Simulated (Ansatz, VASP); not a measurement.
## Two plane-wave programs on CdSe

```
Cd Se
1.0
     0.13437    3.09600    3.09600
     3.09600    0.13437    3.09600
     3.09600    3.09600    0.13437
Cd Se
1 1
Cartesian
  0.0302 0.0302 0.0302
  1.5514 1.5514 1.5514
```

Change from the starting cell: epitaxial_111 strain -3.5%.

Alike in both runs: task single point; functional r2SCAN; k mesh 8 × 8 × 8; no spin polarisation.

```csv
,VASP,Ansatz
version,VASP 6.6.1,Ansatz 0.2.0
potentials or method,"VASP PAW PBE potentials, release 64 (Cd, Se)","plane waves, PAW"
plane-wave cutoff (eV),520,500
occupations,"gaussian, width 0.01 eV",fixed
valence electrons in the cell,18,36
```

|  | VASP | Ansatz | Ansatz less VASP |
| --- | --- | --- | --- |
| gap on the k mesh at the Fermi level (eV) | 0.94 | 0.95 | +0.011 |
| pressure (GPa) | 2.3 | 2.0 | -0.29 |
| traceless stress, the component that is largest in VASP (GPa) | -1.01 | -1.01 | +0.007 |
| rms of the force components (eV/Å) | 0.001 | 0.004 | +0.0025 |

VASP's potentials were made for PBE, not for r2SCAN. Atom by atom the forces differ by 0.002 eV/Å (rms over components). VASP's potentials hold 18 valence electrons a cell and Ansatz's 36, so a difference there can come from the potentials and not from the codes.
